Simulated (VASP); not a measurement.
Write the native input for VASP 6.6.1 that does the following.

- Task: dielectric tensor
- Functional: LDA
- Potentials or basis: VASP PAW LDA potentials, release 64 (Rb_sv, Na_pv, H)
- Cutoff: 520 eV
- k mesh: 3 × 3 × 3
- Occupations: gaussian, width 0.01 eV
- Spin: no spin polarisation
- Dipole correction: no
- Further INCAR settings: ALGO = Normal; EDIFF = 1e-08

The structure of Rb3NaH4 lies in POSCAR:

```
Rb3NaH4
1.0
    5.8440310000      0.0000000000      0.0000000000
    0.0000000000      5.8440310000      0.0000000000
    0.0000000000      0.0000000000      5.8440310000
Rb Na H
3 1 4
Direct
    0.0000000000      0.0000000000      0.5000000000
    0.0000000000      0.5000000000      0.0000000000
    0.5000000000      0.0000000000      0.0000000000
    0.5000000000      0.5000000000      0.5000000000
    0.5000000000      0.5000000000      0.0000000000
    0.5000000000      0.0000000000      0.5000000000
    0.0000000000      0.5000000000      0.5000000000
    0.0000000000      0.0000000000      0.0000000000
```

The input as run:

INCAR

```
SYSTEM = Rb3NaH4
  PREC = Accurate
  ENCUT = 520
  EDIFF = 1E-8
  ISMEAR = 0
  SIGMA = 0.01
  LREAL = .FALSE.
  LASPH = .TRUE.
  NELM = 80
  ALGO = Normal
  ISIF = 2
  LWAVE = .FALSE.
  LCHARG = .FALSE.
  GGA = CA
  LEPSILON = .TRUE.
```

KPOINTS

```
Automatic mesh
0
G
  3 3 3
  0 0 0
```

Potentials or basis: VASP PAW LDA potentials, release 64 (Rb_sv, Na_pv, H).

Command:

```sh
$ cat potpaw_LDA.64/Rb_sv/POTCAR potpaw_LDA.64/Na_pv/POTCAR potpaw_LDA.64/H/POTCAR > POTCAR
$ mpirun -np 1 vasp_std > vasp.out
```

It gave:

* Band gap on the k mesh: 2.26 eV
* Electronic dielectric tensor (diagonal): 3.13
* Born charges (mean of the diagonal): Rb +0.99; Na +1.21; H -1.07, -0.99 (each value once) e

Caveat: an odd mesh through Γ misses points on the zone boundary, where band edges can lie.

Wall time 19 min on 1 thread of Intel Xeon 8259CL, with other jobs on the host, peak memory 0.33 GiB.
